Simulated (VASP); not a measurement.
Here is a VASP 6.6.1 calculation.

The input INCAR:

```
  PREC = Accurate
  ENCUT = 520
  EDIFF = 1E-6
  ISMEAR = 0
  SIGMA = 0.01
  LREAL = False
  LASPH = True
  NELM = 60
  ALGO = Normal
  ISIF = 2
  LWAVE = False
  LCHARG = False
  GGA = PE
  NBANDS = 30
```

KPOINTS

```
regular mesh
0
Gamma
  4 4 4
```

Contents of POSCAR:

```
CsPbCl3
1.0
    5.7971012839      0.0000000000      0.0000000000
    0.0000000000      5.7971012839      0.0000000000
    0.0000000000      0.0000000000      5.7971012839
Cs Pb Cl
1 1 3
Direct
    0.0000000000      0.0000000000      0.0000000000
    0.5000000000      0.5000000000      0.5000000000
    0.5000000000      0.5000000000      0.0000000000
    0.0000000000      0.5000000000      0.5000000000
    0.5000000000      0.0000000000      0.5000000000
```

Potentials or basis: VASP PAW PBE potentials, release 64 (Cs_sv, Pb_d, Cl).

The run is started by

```console
$ cat potpaw_PBE.64/Cs_sv/POTCAR potpaw_PBE.64/Pb_d/POTCAR potpaw_PBE.64/Cl/POTCAR > POTCAR
$ mpirun -np 1 vasp_std > vasp.out
```

Task: Predict the pressure.

Result: -0.6 GPa.

Task: Estimate the band gap on the k mesh.

Result: 2.32 eV, direct.

Caveat: spin-orbit coupling is left out, which moves the levels of the heavy elements. A k mesh can miss the band edges.
